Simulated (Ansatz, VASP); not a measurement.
Two plane-wave programs on CoSi2

```
Co Si
1.0
     0.00000    2.65624    2.65624
     2.65624    0.00000    2.65624
     2.65624    2.65624    0.00000
Co Si
1 2
Direct
  0.00000 0.00000 0.00000
  0.25000 0.25000 0.25000
  0.75000 0.75000 0.75000
```

Alike in both runs: functional PBEsol; k mesh 14 × 14 × 14; occupations gaussian, width 0.1 eV; no spin polarisation.

Ansatz relaxed the structure, and its values are those at the end. VASP's run is a single point on that final structure, the one shown.

```csv
,VASP,Ansatz
version,VASP 6.6.1,Ansatz 0.2.0
potentials or method,"VASP PAW PBE potentials, release 64 (Co, Si), cutoff 520 eV","scalar-relativistic, plane waves, PAW"
valence electrons in the cell,17,25
```

```csv
,VASP,Ansatz,Ansatz less VASP
gap on the k mesh at the Fermi level (eV),none,none,-
pressure (GPa),0.0,0.0,-0.05
```

VASP's potentials were made for PBE, not for PBEsol. A gap of «none» marks a metal or a gap that the smearing closes. VASP's potentials hold 17 valence electrons a cell and Ansatz's 25, so a difference there can come from the potentials and not from the codes.
